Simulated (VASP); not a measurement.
# LiTmH4 in VASP: further runs, part 2 of 2

VASP 6.6.1.

## Step 4: Single point, PBE

This run uses another cell than the first one: it holds 12 atoms, not 6.

Contents of INCAR:

```
ALGO = Normal ; EDIFF = 1E-6
ENCUT = 750 ; GGA = PE
GGA_COMPAT = False ; ISIF = 2
ISMEAR = 0 ; LASPH = True
LCHARG = True ; LELF = True
LMAXMIX = 6 ; LREAL = False
LVHAR = True ; LWAVE = False
NBANDS = 28 ; NELM = 200
PREC = Accurate ; SIGMA = 0.2
```

Contents of KPOINTS:

```
k-points
0
Gamma
  6 6 4
```

Contents of POSCAR:

```
LiTmH4
1.0
    2.9749172203      1.7174648954     -0.0082396465
   -1.0057856232     -1.7174648954     -5.2717768065
   -2.9749172203      5.1523946862      0.0082396465
Li Tm H
2 2 8
Direct
    0.9841681755      0.0000000000      0.9841681754
    0.4841681755      1.0000000000      0.4841681754
    0.2341639699      0.5000000000      0.7341639700
    0.7341639700      0.5000000000      0.2341639700
    0.7951788532      0.6220386629      0.9211641562
    0.2951788532      0.6220386629      0.4211641563
    0.6731374763      0.3779613371      0.5471521733
    0.1731374763      0.3779613371      0.0471521733
    0.5791993585      0.1900850351      0.8491573222
    0.0791993585      0.1900850351      0.3491573222
    0.8890937865      0.8099149649      0.6191358228
    0.3890937865      0.8099149649      0.1191358228
```

Potentials or basis: VASP PAW PBE potentials, release 64 (Li_sv, Tm_3, H), 4f in core.

Started as:

```sh
cat potpaw_PBE.64/Li_sv/POTCAR potpaw_PBE.64/Tm_3/POTCAR potpaw_PBE.64/H/POTCAR > POTCAR
mpirun -np 1 vasp_std > vasp.out
```

OUTCAR:

```text
EDIFF = 1E-6
   ENCUT = 750
   GGA = PE
   ISIF = 2
   ISMEAR = 0
   LASPH = True
   LREAL = False
   NELM = 200
   PREC = Accurate

 ion  position               nearest neighbor table
   1  0.984  0.000  0.984-
   2  0.484  0.000  0.484-
   3  0.234  0.500  0.734-   8 2.09   5 2.09   5 2.09   7 2.09   7 2.09   6 2.09   4 3.43   4 3.43
                             4 3.44   4 3.44
   4  0.734  0.500  0.234-   6 2.09   7 2.09   8 2.09   6 2.09   8 2.09   5 2.09   3 3.43   3 3.43
                             3 3.44   3 3.44
   5  0.795  0.622  0.921-   3 2.09   3 2.09   4 2.09
   6  0.295  0.622  0.421-   4 2.09   4 2.09   3 2.09
   7  0.673  0.378  0.547-   4 2.09   3 2.09   3 2.09
   8  0.173  0.378  0.047-   3 2.09   4 2.09   4 2.09
   9  0.579  0.190  0.849-
  10  0.079  0.190  0.349-
  11  0.889  0.810  0.619-
  12  0.389  0.810  0.119-

  LATTYP: Found a triclinic cell.
 ALAT       =     5.6352509253
 B/A-ratio  =     0.6095728945
 C/A-ratio  =     1.0557771225
 COS(alpha) =     0.0000559446
 COS(beta)  =     0.1760209280
 COS(gamma) =     0.3048673432

  Lattice vectors:

 A1 = (   1.9691315971,   0.0000000000,  -5.2800164530)
 A2 = (   2.9749172203,   1.7174648954,  -0.0082396465)
 A3 = (   2.9749172203,  -5.1523946862,  -0.0082396465)

Analysis of symmetry for initial positions (statically):
=====================================================================
 Subroutine PRICEL returns following result:

  LATTYP: Found a base centered monoclinic cell.
 ALAT       =     5.9498572620
 B/A-ratio  =     0.5773129740
 C/A-ratio  =     0.9471237169
 COS(beta)  =    -0.3520248004

  Lattice vectors:

 A1 = (   2.9749172203,  -1.7174648954,  -0.0082396465)
 A2 = (   2.9749172203,   1.7174648954,  -0.0082396465)
 A3 = (  -1.9691315971,   0.0000000000,   5.2800164530)

   2 primitive cells build up your supercell.

 Routine SETGRP: Setting up the symmetry group for a
 triclinic supercell.

 Subroutine GETGRP returns: Found  1 space group operations
 (whereof  1 operations were pure point group operations)
 out of a pool of  2 trial point group operations.

The static configuration has the point symmetry C_1 .

Analysis of symmetry for dynamics (positions and initial velocities):
=====================================================================
 Subroutine PRICEL returns following result:

  LATTYP: Found a base centered monoclinic cell.
 ALAT       =     5.9498572620
 B/A-ratio  =     0.5773129740
 C/A-ratio  =     0.9471237169
 COS(beta)  =    -0.3520248004

  Lattice vectors:

 A1 = (   2.9749172203,  -1.7174648954,  -0.0082396465)
 A2 = (   2.9749172203,   1.7174648954,  -0.0082396465)
 A3 = (  -1.9691315971,   0.0000000000,   5.2800164530)

   2 primitive cells build up your supercell.

 Routine SETGRP: Setting up the symmetry group for a
 triclinic supercell.

 Subroutine GETGRP returns: Found  1 space group operations
 (whereof  1 operations were pure point group operations)
 out of a pool of  2 trial point group operations.
[... 79 lines left out ...]
 ===========================================

 Found     76 irreducible k-points:

 Following reciprocal coordinates:
            Coordinates               Weight
  0.000000  0.000000  0.000000      1.000000
  0.166667  0.000000  0.000000      2.000000
  0.333333  0.000000  0.000000      2.000000
  0.500000  0.000000  0.000000      1.000000
  0.000000  0.166667  0.000000      2.000000
  0.166667  0.166667 -0.000000      2.000000
[... 16 lines left out ...]
  0.333333  0.000000  0.250000      2.000000
  0.500000  0.000000  0.250000      2.000000
 [... further k-points ...]
   k-points           NKPTS =     76   k-points in BZ     NKDIM =     76   number of bands    NBANDS=     28
   number of dos      NEDOS =    301   number of ions     NIONS =     12
   total plane-waves  NPLWV =  86400
   dimension x,y,z NGX =    32 NGY =   50 NGZ =   54
   dimension x,y,z NGXF=    64 NGYF=  100 NGZF=  108
   ions per type =               2   2   8
   NGX,Y,Z   is equivalent  to a cutoff of  15.49, 14.75, 15.09 a.u.
   NGXF,Y,Z  is equivalent  to a cutoff of  30.97, 29.50, 30.18 a.u.
 SYSTEM =  unknown system
   PREC   = accura    normal or accurate (medium, high low for compatibility)
   ISTART =      0    job   : 0-new  1-cont  2-samecut
   ICHARG =      2    charge: 1-file 2-atom 10-const
   ISPIN  =      1    spin polarized calculation?
   LNONCOLLINEAR =      F non collinear calculations
   LSORBIT =      F    spin-orbit coupling
   LASPH  =      T    aspherical Exc in radial PAW
   ENCUT  =  750.0 eV  55.12 Ry    7.42 a.u.   7.67 12.58 13.29*2*pi/ulx,y,z
   NELM   =    200;   NELMIN=  2; NELMDL= -5     # of ELM steps
   EDIFF  = 0.1E-05   stopping-criterion for ELM
   LREAL  =      F    real-space projection
[... 7 lines left out ...]
   TEBEG  =    0.0;   TEEND  =   0.0 temperature during run
   PSTRESS=    0.0 pullay stress
   NELECT =      32.0000    total number of electrons
   NUPDOWN=      -1.0000    fix difference up-down
   EMIN   =  10.00;   EMAX   =-10.00  energy-range for DOS
   EFERMI =   0.00;   METHOD = LEGACY
   ISMEAR =     0;   SIGMA  =   0.20  broadening in eV -4-tet -1-fermi 0-gaus
   EFERMI_NEDOS =   21; number of points for ismear=-14 and -15
   IALGO  =     38    algorithm
   IMIX   =      4    mixing-type and parameters
     AMIX     =   0.40;   BMIX     =  1.00
     AMIX_MAG =   1.60;   BMIX_MAG =  1.00
  volume/ion in A,a.u.               =       8.98        60.62
  Fermi-wavevector in a.u.,A,eV,Ry     =   1.092082  2.063735 16.226883  1.192642
  Thomas-Fermi vector in A             =   2.228340
   LORBIT       =      0    0 simple, 1 ext, 2 COOP (PROOUT), +10 PAW based schemes
   GGA     = PE    functional components
   LHFCALC =     F    Hartree Fock is set to
   AEXX    =    0.0000 exact exchange contribution
   IVDW    =     0    specifies the selected vdW correction
   LEPSILON=     F    determine dielectric tensor
   LRPA    =     F    only Hartree local field effects (RPA)
 non-spin polarized calculation
 Gauss-broadening in eV      SIGMA  =   0.20
  energy-cutoff  :      750.00
  volume of cell :      107.80
 maximum number of plane-waves:      5099
   NGX = 15   NGY = 25   NGZ = 27

 number of electron      31.9999999 magnetization

 Free energy of the ion-electron system (eV)
  ---------------------------------------------------
  ext. energy  EPLUGINS =         0.00000000
  ---------------------------------------------------
  free energy    TOTEN  =       -44.22281459 eV

  energy without entropy =      -44.21806598  energy(sigma->0) =      -44.22044028

 E-fermi :   2.8916     XC(G=0):  -9.5479

 val. band max:        2.8877474379   @ k =   0.0000   0.0000   0.0000
 cond. band min:       2.9576906034   @ k =   0.5000   0.0000   0.5000
 fundamental gap:      0.0699431655
 Fermi energy:         2.8916108081

 k-point     1 :       0.0000    0.0000    0.0000
  band No.  band energies     occupation
      1     -43.9014      2.00000
      2     -43.8981      2.00000
      3     -23.1612      2.00000
      4     -23.0818      2.00000
      5     -22.9809      2.00000
      6     -22.6708      2.00000
[... 733 lines left out ...]
     27       9.3733      0.00000
     28       9.3869      0.00000

 [... further k-points ...]

------------------------ aborting loop because EDIFF is reached ----------------------------------------

  FORCE on cell =-STRESS in cart. coord.  units (eV):
  Direction    XX          YY          ZZ          XY          YZ          ZX
  --------------------------------------------------------------------------------------
  -------------------------------------------------------------------------------------
  Total        0.4403570      0.4570304      0.0709485     -0.0120697     -0.0031599      0.0062034
  in kB        6.5449493      6.7927628      1.0544955     -0.1793893     -0.0469654      0.0922002
  external PRESSURE =       4.7974025 kB  Pullay stress =       0.0000000 kB

 VOLUME and BASIS-vectors are now :
 -----------------------------------------------------------------------------
  energy-cutoff  :      750.00
  volume of cell :      107.80
      direct lattice vectors                 reciprocal lattice vectors
     2.974917220  1.717464895 -0.008239646     0.251843429  0.145563383 -0.095470753
    -1.005785623 -1.717464895 -5.271776807    -0.000525106  0.000000000 -0.189589183
    -2.974917220  5.152394686  0.008239646    -0.084122845  0.145563383 -0.031372810

 POSITION                                       TOTAL-FORCE (eV/Angst)
 -----------------------------------------------------------------------------------
      0.00000      6.76110     -0.00000         0.000031     -0.000122      0.000068
      0.00000      3.32617     -0.00000         0.000031     -0.000122      0.000068
     -1.99035      3.32614     -2.63177         0.000005     -0.000086     -0.000024
      0.98457      1.60867     -2.64001         0.000005     -0.000086     -0.000024
     -1.00043      5.04356     -3.27821        -0.000643      0.000871     -0.033692
     -1.00043      1.60863     -3.27821        -0.000643      0.000871     -0.033692
     -0.00535      3.32610     -1.99357         0.000619     -0.000751      0.033661
     -0.00535     -0.10883     -1.99357         0.000619     -0.000751      0.033661
     -0.99429      5.04348     -0.99986         0.000052     -0.000337     -0.008062
     -0.99429      1.60855     -0.99986         0.000052     -0.000337     -0.008062
     -0.01150      3.32602     -4.27192        -0.000064      0.000424      0.008049
     -0.01150     -0.10891     -4.27192        -0.000064      0.000424      0.008049
 -----------------------------------------------------------------------------------
    total drift:                                0.000176     -0.000328      0.000134

  FREE ENERGIE OF THE ION-ELECTRON SYSTEM (eV)
  ---------------------------------------------------
  free  energy   TOTEN  =       -44.2228145905 eV

  energy  without entropy=      -44.2180659762  energy(sigma->0) =      -44.22044028
```

Run time: 4 min. Hardware: 1 thread of Intel Xeon 6975P-C (Granite Rapids), shared host; peak memory 0.51 GiB.

What came out:

| Property | Result |
| --- | --- |
| Free energy | -44.2228 eV |
| Pressure | 0.5 GPa |
| Largest force | 0.034 eV/Å |
| Band gap on the k mesh | 0.07 eV |

Forces in eV/Å, atoms in the order of the input:
```
Li   0.000  0.000  0.000
Li   0.000  0.000  0.000
Tm   0.000  0.000  0.000
Tm   0.000  0.000  0.000
H   -0.001  0.001 -0.034
H   -0.001  0.001 -0.034
H    0.001 -0.001  0.034
H    0.001 -0.001  0.034
H    0.000  0.000 -0.008
H    0.000  0.000 -0.008
H    0.000  0.000  0.008
H    0.000  0.000  0.008
```

Stress tensor (GPa, compression positive):
```
 0.65 -0.02  0.01
-0.02  0.68  0.00
 0.01  0.00  0.11
```

Levels at points of the mesh, in eV from the valence-band top:
```
           k point  band 13  band 14  band 15  band 16  band 17  band 18  band 19  band 20
(0.00, 0.00, 0.00)    -4.84    -4.05    -1.40     0.00     0.07     1.40     1.40     2.32
(0.50, 0.00, 0.00)    -4.45    -4.45    -2.90    -2.90     0.78     0.78     2.20     2.20
(0.00, 0.50, 0.00)    -4.47    -3.08    -1.59    -0.76     1.06     1.35     1.35     2.88
(0.50, 0.50, 0.00)    -4.45    -4.45    -2.90    -2.90     0.78     0.78     2.20     2.20
(0.00, 0.00, 0.50)    -3.22    -3.22    -2.91    -2.91     2.33     2.33     2.84     2.84
(0.50, 0.00, 0.50)    -4.96    -4.47    -3.08    -1.40     0.07     1.06     2.32     2.88
(0.00, 0.50, 0.50)    -3.65    -3.65    -1.33    -1.33     1.40     1.40     2.75     2.75
(0.50, 0.50, 0.50)    -4.96    -4.47    -3.08    -1.40     0.07     1.06     2.32     2.88
```

Caveat: spin-orbit coupling is left out, which moves the levels of the heavy elements; the 4f electrons are frozen in the core, so they carry no moment and show no levels. A k mesh can miss the band edges.

## Step 5: Summary

```csv
task,cell,k mesh,smearing,gap on the mesh (eV),pressure (GPa),largest force (eV/Å)
single point,"a = 3.435, b = 3.435, c = 5.635 Å, angles 107.8, 107.8, 60.0°, 6 atoms, atomic positions A",10 × 10 × 6,gaussian 0.1 eV,0.07,0.5,0.03
relaxation of cell and atoms,"relaxed from a = 3.435, b = 3.435, c = 5.635 Å, angles 107.8, 107.8, 60.0°, 6 atoms, atomic positions A",12 × 12 × 12,gaussian 0.01 eV,0.09,-0.1,0.01
single point,"a = 3.435, b = 5.635, c = 5.950 Å, angles 100.1, 90.0, 107.7°, 12 atoms, atomic positions B",6 × 6 × 4,gaussian 0.2 eV,0.07,0.5,0.03
```

Alike in all rows: level PBE; potentials or basis VASP PAW PBE potentials, release 64 (Li_sv, Tm_3, H), 4f in core; no spin polarisation; cutoff (eV) 750.

Caveats: spin-orbit coupling is left out, which moves the levels of the heavy elements; the 4f electrons are frozen in the core, so they carry no moment and show no levels.

Total energies depend on the potentials used, so only differences within one code and one set of settings carry meaning.
